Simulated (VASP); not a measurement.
# TlRu2S2 (I4/mmm) in VASP: single point with PBEsol

Aim: the single point of TlRu2S2 with PBEsol.

Everything below comes from runs of VASP 6.6.1. Logs are shortened: lines on timing, memory, paths and dates and some standing lists are left out, and cuts for length are marked.

## 1. The cell of the first run

It takes space group I4/mmm (No. 139, tetragonal). Conventional cell: a = 3.886 Å, b = 3.886 Å, c = 13.087 Å, α = 90.00°, β = 90.00°, γ = 90.00°. Ru (site symmetry -4m2) has 4 S at 2.42 Å and 4 Ru at 2.75 Å within 3.2 Å. S (site symmetry 4mm) has 4 Ru at 2.42 Å within 3.2 Å. Within 4.3 Å of Tl (site symmetry 4/mmm) lie 8 S at 3.30 Å and 8 Ru at 3.81 Å and 4 Tl at 3.89 Å.

## 2. Single point, PBEsol, non-collinear spin, typed start, spin-orbit coupling

The input, INCAR:

```
PREC = Accurate ; ENCUT = 500
EDIFF = 1E-6 ; ISMEAR = 1
SIGMA = 0.1691 ; LREAL = F
LASPH = T ; NELM = 200
ALGO = Normal ; ISIF = 2
LWAVE = F ; LCHARG = F
MAGMOM = 0.548 0.548 -1.844 0.548 0.548 -1.844 0 0 0 0 0 0 0 0 0 ; LORBIT = 11
LSORBIT = T ; GGA_COMPAT = F
LORBMOM = T ; LMAXMIX = 4
GGA = PS ; NBANDS = 68
KPAR = 4
```

The input, KPOINTS:

```
Automatic mesh
0
Gamma
  6 6 6
```

The input, POSCAR:

```
TlRu2S2
1.0
    0.0000000000      3.8861590000      0.0000000000
    3.8861590000      0.0000000000      0.0000000000
    1.9430800000      1.9430800000     -6.5435460000
Ru S Tl
2 2 1
Direct
    0.7500000000      0.2500000000      0.5000000000
    0.2500000000      0.7500000000      0.5000000000
    0.3600000000      0.3600000000      0.2800000000
    0.6400000000      0.6400000000      0.7200000000
    0.0000000000      0.0000000000      0.0000000000
```

Potentials or basis: VASP PAW PBE potentials, release 64 (Ru_pv, S, Tl_d).

Started as:

```sh
$ cat potpaw_PBE.64/Ru_pv/POTCAR potpaw_PBE.64/S/POTCAR potpaw_PBE.64/Tl_d/POTCAR > POTCAR
$ mpirun -np 4 vasp_ncl > vasp.out
```

OUTCAR:

```text
PREC = Accurate
   ENCUT = 500
   EDIFF = 1E-6
   ISMEAR = 1
   LREAL = F
   LASPH = T
   NELM = 200
   ISIF = 2
   LORBIT = 11
   LSORBIT = T
   GGA = PS

 ion  position               nearest neighbor table
   1  0.750  0.250  0.500-   3 2.42   4 2.42   4 2.42   3 2.42   2 2.75   2 2.75   2 2.75   2 2.75

   2  0.250  0.750  0.500-   3 2.42   4 2.42   4 2.42   3 2.42   1 2.75   1 2.75   1 2.75   1 2.75

   3  0.360  0.360  0.280-   2 2.42   1 2.42   1 2.42   2 2.42   5 3.30   5 3.30   5 3.30   5 3.30

   4  0.640  0.640  0.720-   2 2.42   1 2.42   1 2.42   2 2.42   5 3.30   5 3.30   5 3.30   5 3.30

   5  0.000  0.000  0.000-   4 3.30   3 3.30   4 3.30   3 3.30   3 3.30   4 3.30   4 3.30   3 3.30

  LATTYP: Found a body centered tetragonal cell.
 ALAT       =     3.8861590000
 C/A-ratio  =     3.3676161989

  Lattice vectors:

 A1 = (  -1.9430800000,   1.9430790000,   6.5435460000)
 A2 = (   1.9430790000,  -1.9430800000,   6.5435460000)
 A3 = (   1.9430800000,   1.9430800000,  -6.5435460000)

Analysis of symmetry for initial positions (statically):
=====================================================================
 Subroutine PRICEL returns:
 Original cell was already a primitive cell.

 Routine SETGRP: Setting up the symmetry group for a
 body centered tetragonal supercell.

 Subroutine GETGRP returns: Found 16 space group operations
 (whereof 16 operations were pure point group operations)
 out of a pool of 16 trial point group operations.

The static configuration has the point symmetry D_4h.

Analysis of symmetry for dynamics (positions and initial velocities):
=====================================================================
 Subroutine PRICEL returns:
 Original cell was already a primitive cell.

 Routine SETGRP: Setting up the symmetry group for a
 body centered tetragonal supercell.

 Subroutine GETGRP returns: Found 16 space group operations
 (whereof 16 operations were pure point group operations)
 out of a pool of 16 trial point group operations.

The dynamic configuration has the point symmetry D_4h.

Analysis of structural, dynamic, and magnetic symmetry:
=====================================================================
 Subroutine PRICEL returns:
 Original cell was already a primitive cell.

 Routine SETGRP: Setting up the symmetry group for a
 body centered tetragonal supercell.

 Subroutine GETGRP returns: Found  2 space group operations
 (whereof  2 operations were pure point group operations)
 out of a pool of 16 trial point group operations.

The overall configuration has the point symmetry S_2 .

[... 1827 lines left out ...]
  free  energy   TOTEN  =       -33.1445895099 eV

  energy  without entropy=      -33.1443702250  energy(sigma->0) =      -33.14451641

 orbital moment (x)

 # of ion     p       d       tot
 ----------------------------------------
  1        -0.000   0.000   0.000
  2        -0.000   0.000   0.000
  3         0.000   0.000   0.000
  4         0.000   0.000   0.000
  5         0.000   0.000   0.000
 ----------------------------------------
           -0.000   0.000   0.000

 orbital moment (y)

 # of ion     p       d       tot
 ----------------------------------------
  1        -0.000   0.000   0.000
  2        -0.000   0.000   0.000
  3         0.000   0.000   0.000
  4         0.000   0.000   0.000
  5         0.000   0.000   0.000
 ----------------------------------------
           -0.000   0.000   0.000

 orbital moment (z)

 # of ion     p       d       tot
 ----------------------------------------
  1         0.000  -0.000   0.000
  2         0.000  -0.000   0.000
  3        -0.000   0.000  -0.000
  4        -0.000   0.000  -0.000
  5        -0.000  -0.000  -0.000
 ----------------------------------------
           -0.000  -0.000  -0.000

 Spin-Orbit-Coupling matrix elements

 Ion:    1  E_soc:     -0.2634711
 l=   1
     0.0000000    -0.0363590    -0.0362367
    -0.0363590     0.0000000    -0.0363590
    -0.0362367    -0.0363590     0.0000000
 l=   2
     0.0000000    -0.0010744     0.0000000    -0.0010744    -0.0058261
    -0.0010744     0.0000000    -0.0049406    -0.0011650    -0.0018799
     0.0000000    -0.0049406     0.0000000    -0.0049406     0.0000000
    -0.0010744    -0.0011650    -0.0049406     0.0000000    -0.0018799
    -0.0058261    -0.0018799     0.0000000    -0.0018799     0.0000000
 l=   3
     0.0000000     0.0000000     0.0000000     0.0000000     0.0000000     0.0000000     0.0000000
     0.0000000     0.0000000     0.0000000     0.0000000     0.0000000     0.0000000     0.0000000
     0.0000000     0.0000000     0.0000000     0.0000000     0.0000000     0.0000000     0.0000000
     0.0000000     0.0000000     0.0000000     0.0000000     0.0000000     0.0000000     0.0000000
[... 69 lines left out ...]
 l=   2
     0.0000000    -0.0098075     0.0000000    -0.0098075    -0.0395358
    -0.0098075     0.0000000    -0.0294613    -0.0098242    -0.0098729
     0.0000000    -0.0294613     0.0000000    -0.0294613     0.0000000
    -0.0098075    -0.0098242    -0.0294613     0.0000000    -0.0098729
    -0.0395358    -0.0098729     0.0000000    -0.0098729     0.0000000
 l=   3
     0.0000000     0.0000000     0.0000000     0.0000000     0.0000000     0.0000000     0.0000000
     0.0000000     0.0000000     0.0000000     0.0000000     0.0000000     0.0000000     0.0000000
     0.0000000     0.0000000     0.0000000     0.0000000     0.0000000     0.0000000     0.0000000
     0.0000000     0.0000000     0.0000000     0.0000000     0.0000000     0.0000000     0.0000000
     0.0000000     0.0000000     0.0000000     0.0000000     0.0000000     0.0000000     0.0000000
     0.0000000     0.0000000     0.0000000     0.0000000     0.0000000     0.0000000     0.0000000
     0.0000000     0.0000000     0.0000000     0.0000000     0.0000000     0.0000000     0.0000000

 total charge

# of ion       s       p       d       tot
------------------------------------------
    1        0.286   6.233   6.107  12.626
    2        0.286   6.233   6.107  12.626
    3        1.340   2.220   0.000   3.560
    4        1.340   2.220   0.000   3.560
    5        1.266   0.204   9.663  11.133
--------------------------------------------------
tot          4.518  17.110  21.878  43.505

 magnetization (x)

# of ion       s       p       d       tot
------------------------------------------
    1        0.000   0.000   0.000   0.000
    2        0.000   0.000   0.000   0.000
    3        0.000  -0.000   0.000  -0.000
    4        0.000  -0.000   0.000  -0.000
    5        0.000  -0.000  -0.000  -0.000
--------------------------------------------------
tot          0.000  -0.000   0.000   0.000

 magnetization (y)

# of ion       s       p       d       tot
------------------------------------------
    1        0.000   0.000   0.000   0.000
    2        0.000   0.000   0.000   0.000
    3        0.000  -0.000   0.000  -0.000
    4        0.000  -0.000   0.000  -0.000
    5        0.000  -0.000  -0.000  -0.000
--------------------------------------------------
tot          0.000  -0.000   0.000   0.000

 magnetization (z)

# of ion       s       p       d       tot
------------------------------------------
    1       -0.000  -0.000  -0.000  -0.000
    2       -0.000  -0.000  -0.000  -0.000
    3       -0.000   0.000   0.000   0.000
    4       -0.000   0.000   0.000   0.000
    5       -0.000   0.000   0.000   0.000
--------------------------------------------------
tot         -0.000   0.000  -0.000  -0.000
```

OSZICAR:

```text
N       E                     dE             d eps       ncg     rms          rms(c)
DAV:   1     0.487267032396E+03    0.48727E+03   -0.28665E+04 16480   0.148E+03
DAV:   2    -0.456064751670E+01   -0.49183E+03   -0.47194E+03 16624   0.416E+02
DAV:   3    -0.326720380341E+02   -0.28111E+02   -0.27161E+02 18096   0.903E+01
DAV:   4    -0.333653149074E+02   -0.69328E+00   -0.69019E+00 17112   0.129E+01
DAV:   5    -0.333804509894E+02   -0.15136E-01   -0.15130E-01 19164   0.190E+00    0.234E+01
DAV:   6    -0.331667900004E+02    0.21366E+00   -0.51035E+00 16744   0.147E+01    0.989E+00
DAV:   7    -0.332417123739E+02   -0.74922E-01   -0.19159E+00 17248   0.947E+00    0.631E+00
DAV:   8    -0.331427187761E+02    0.98994E-01   -0.64466E-01 16668   0.494E+00    0.174E+00
DAV:   9    -0.331436241561E+02   -0.90538E-03   -0.46731E-02 17248   0.101E+00    0.688E-01
DAV:  10    -0.331439107085E+02   -0.28655E-03   -0.28365E-03 17024   0.330E-01    0.294E-01
DAV:  11    -0.331445578521E+02   -0.64714E-03   -0.18068E-03 16592   0.243E-01    0.140E-01
DAV:  12    -0.331445821104E+02   -0.24258E-04   -0.18535E-04 17048   0.897E-02    0.783E-02
DAV:  13    -0.331445882601E+02   -0.61497E-05   -0.22175E-05 16556   0.254E-02    0.311E-02
DAV:  14    -0.331445896197E+02   -0.13596E-05   -0.27008E-06 14592   0.105E-02    0.592E-03
DAV:  15    -0.331445895099E+02    0.10987E-06   -0.44749E-07  8856   0.468E-03
   1 F= -.33144590E+02 E0= -.33144516E+02  d E =-.219285E-03  mag=     0.0000     0.0000    -0.0001
```

It took 3.5 min on 4 MPI ranks of AMD EPYC 9R45 (Zen 5), shared host; peak memory 1 GiB.

What came out:

| Item | Value |
| --- | --- |
| Free energy | -33.1446 eV |
| Pressure | -9.7 GPa |
| Largest force | 2.891 eV/Å |
| Net moment | 0.00 μB per cell |
| Valence electrons inside the program's atomic spheres | Ru 12.63; S 3.56; Tl 11.13 |

Forces on the atoms (eV/Å):
```
Ru   0.000  0.000  0.000
Ru   0.000  0.000  0.000
S    0.000  0.000 -2.891
S    0.000  0.000  2.891
Tl   0.000  0.000  0.000
```

Stress tensor (GPa, compression positive):
```
 -7.03   0.00   0.00
  0.00  -7.03   0.00
  0.00   0.00 -14.98
```

Moments on the atoms (μB; x, y, z):
```
Ru  0.00 0.00 0.00
Ru  0.00 0.00 0.00
S   0.00 0.00 0.00
S   0.00 0.00 0.00
Tl  0.00 0.00 0.00
```

Caveat: the PAW data sets were made with another functional, which shifts forces and pressure a little.
